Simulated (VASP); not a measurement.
A run of VASP 6.6.1 is set up as follows.

INCAR

```
SYSTEM = Co12Si24B
ALGO     = Normal         ! electronic algorithm
EDIFF    = 1E-6           ! SCF threshold, eV
ENCUT    = 520            ! plane-wave cutoff, eV
GGA      = PE             ! functional
GGA_COMPAT= .FALSE.      
ISIF     = 2              ! what is computed and relaxed
ISMEAR   = 1              ! smearing method
LASPH    = .TRUE.         ! aspherical terms in the spheres
LCHARG   = .FALSE.        ! write CHGCAR
LREAL    = Auto         
LWAVE    = .FALSE.        ! write WAVECAR
NBANDS   = 128            ! bands
NELM     = 120            ! most SCF steps
PREC     = Accurate       ! precision mode
SIGMA    = 0.1            ! smearing width, eV
```

Contents of KPOINTS:

```
k-points
0
G
  1 1 1
  0 0 0
```

File POSCAR:

```
Co12Si24B
1.0
    0.0000000000      5.3602887400      5.3602887400
    5.3602887400      0.0000000000      5.3602887400
    8.0404331200      8.0404331200      0.0000000000
Co Si B
12 24 1
Direct
    0.0132649571      0.0153598069     -0.0072782149
   -0.0041084541     -0.0038116417      0.3347649884
   -0.0086593283     -0.0089356194      0.6570496167
    0.0055246091      0.5077171458      0.0030186807
    0.0032917070      0.5028677802      0.3323537999
    0.0062075014      0.4900793833      0.6725612811
    0.5066729857      0.0065517926      0.0031164366
    0.5025496071      0.0038298310      0.3321944179
    0.4897479646      0.0063260585      0.6724977895
    0.5051764245      0.5074994337      0.0031992680
    0.5008901815      0.5011091996      0.3377881464
    0.5071160588      0.5069323001      0.6673374954
    0.3749318549      0.3756792027      0.2528156095
    0.1340760796      0.1348418966      0.0846064497
    0.3803252211      0.3806395698      0.5878961903
    0.1274372582      0.1277079525      0.4128765765
    0.3786190630      0.3796565071      0.9153607014
    0.0991559458      0.0994070517      0.7357518447
    0.3696818578      0.8746984962      0.2539748132
    0.1341764474      0.6395296347      0.0808883664
    0.3716242905      0.8708554196      0.5812316862
    0.1291725192      0.6227300733      0.4221732772
    0.3825322850      0.8799569816      0.9195374664
    0.1359159059      0.6246498393      0.7514294827
    0.8742561693      0.3701859352      0.2539843898
    0.6382141272      0.1355973596      0.0808401725
    0.8706368680      0.3718669081      0.5812979140
    0.6223772005      0.1294405085      0.4221304312
    0.8774670038      0.3845601608      0.9196061194
    0.6250212745      0.1355685366      0.7513679188
    0.8753055530      0.8759223109      0.2471976908
    0.6328478119      0.6334901280      0.0888781723
    0.8622903027      0.8629878397      0.5837688008
    0.6306340319      0.6310605014      0.4166107037
    0.8732315043      0.8743922627      0.9144079542
    0.6293607795      0.6294848400      0.7532415741
    0.2002781104      0.2010196749      0.7959600440
```

Potentials or basis: VASP PAW PBE potentials, release 64 (Co, Si, B).

The run is started by

```sh
$ cat potpaw_PBE.64/Co/POTCAR potpaw_PBE.64/Si/POTCAR potpaw_PBE.64/B/POTCAR > POTCAR
$ mpirun -np 1 vasp_gam > vasp.out
```

Task: Predict the band gap on the k mesh.

Result: Zero (an odd number of electrons rules out a gap without spin polarisation).

Task: Predict the pressure.

Result: 1.0 GPa.

Forces on the atoms (eV/Å):
```
Co   0.008  0.012 -0.024
Co  -0.001  0.000  0.006
Co  -0.026 -0.025 -0.023
Co   0.006  0.006 -0.004
Co   0.000 -0.001  0.004
Co   0.005 -0.012  0.003
Co   0.006  0.004 -0.004
Co   0.000 -0.001  0.000
Co  -0.008  0.005  0.007
Co  -0.001  0.005  0.000
Co   0.000 -0.004 -0.001
Co   0.002 -0.004  0.007
Si  -0.004 -0.001 -0.001
Si   0.003 -0.001  0.010
Si   0.007  0.012 -0.008
Si   0.002  0.001 -0.004
Si  -0.009 -0.008 -0.005
Si  -0.004 -0.002  0.001
Si   0.002 -0.001 -0.003
Si   0.004 -0.005  0.008
Si   0.007  0.003 -0.001
Si   0.004 -0.002  0.003
Si  -0.007 -0.016  0.004
Si   0.001  0.005 -0.002
Si  -0.003  0.003 -0.003
Si   0.000  0.003  0.008
Si   0.000  0.006 -0.003
Si   0.000  0.005  0.002
Si  -0.023  0.004  0.007
Si   0.008 -0.007 -0.004
Si  -0.002 -0.001 -0.003
Si   0.003 -0.001  0.005
Si   0.005  0.005  0.003
Si   0.000  0.001 -0.001
Si  -0.007  0.000  0.005
Si   0.004 -0.002  0.004
B    0.017  0.013  0.011
```

Caveat: the k points lie up to 1.02 Å⁻¹ apart, too coarse for converged energies and pressures of a metal; the run has no spin polarisation, though such a crystal can be magnetic. Spin polarisation is off, so any magnetic state and its effect on volume and gap are missing.
